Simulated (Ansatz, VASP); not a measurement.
KRh: VASP beside Ansatz

```
K Rh
1.0
     3.90027    0.00000    0.00000
     0.00000    3.90027    0.00000
     0.00000    0.00000    3.90027
K Rh
1 1
Direct
  0.00000 0.00000 0.00000
  0.50000 0.50000 0.50000
```

Change from the starting cell: volume scaled by 0.98.

Alike in both runs: task single point; functional PBE; k mesh 7 × 7 × 7; occupations fermi-dirac, width 0.05 eV; no spin polarisation.

```csv
,VASP,Ansatz
version,VASP 6.6.1,Ansatz 0.2.0
potentials or method,"VASP PAW PBE potentials, release 64 (K_sv, Rh_pv), cutoff 520 eV","all-electron LAPW, scalar-relativistic"
```

```csv
,VASP,Ansatz,Ansatz less VASP
gap on the k mesh at the Fermi level (eV),none,none,-
pressure (GPa),-3.2,-3.2,-0.05
```

A gap of «none» marks a metal or a gap that the smearing closes. Ansatz ran all-electron here, and VASP with PAW potentials.
